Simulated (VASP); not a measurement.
Runs of VASP 6.6.1 on Cd. The structure is that of space group Im-3m (No. 229), or close to it. The cells are those of the table. This isn't the form of Cd at room conditions, which is hcp.

```csv
cell,k mesh,gap on the mesh (eV),pressure (GPa)
"a = 3.027 Å, angles 109.5°, 1 atom",21 × 21 × 21,none,0.3
"a = 2.901 Å, angles 109.5°, 1 atom",14 × 14 × 14,none,10.3
"a = 3.067 Å, angles 109.5°, 1 atom",14 × 14 × 14,none,-1.6
"a = 2.944 Å, angles 109.5°, 1 atom",14 × 14 × 14,none,6.0
"a = 3.027 Å, angles 109.5°, 1 atom",14 × 14 × 14,none,0.3
"a = 3.143 Å, angles 109.5°, 1 atom",14 × 14 × 14,none,(a)
"a = 3.106 Å, angles 109.5°, 1 atom",14 × 14 × 14,none,-3.0
"a = 2.986 Å, angles 109.5°, 1 atom",14 × 14 × 14,none,(b)
```

Alike in all rows: task single point; level PBEsol; potentials or basis VASP PAW PBE potentials, release 64 (Cd); no spin polarisation; cutoff (eV) 520; smearing fermi-dirac 0.1 eV.

Estimate the missing entries.

(a) -4.1; (b) 2.7.

Caveats: the PAW data sets were made with another functional, which shifts forces and pressure a little; the cell stands under pressure (at least some runs); the cell stands under tension (at least some runs).

A k mesh can miss the band edges, and the runs leave out spin-orbit coupling on Cd.

A gap of «none» marks levels without a gap at the run's occupations.
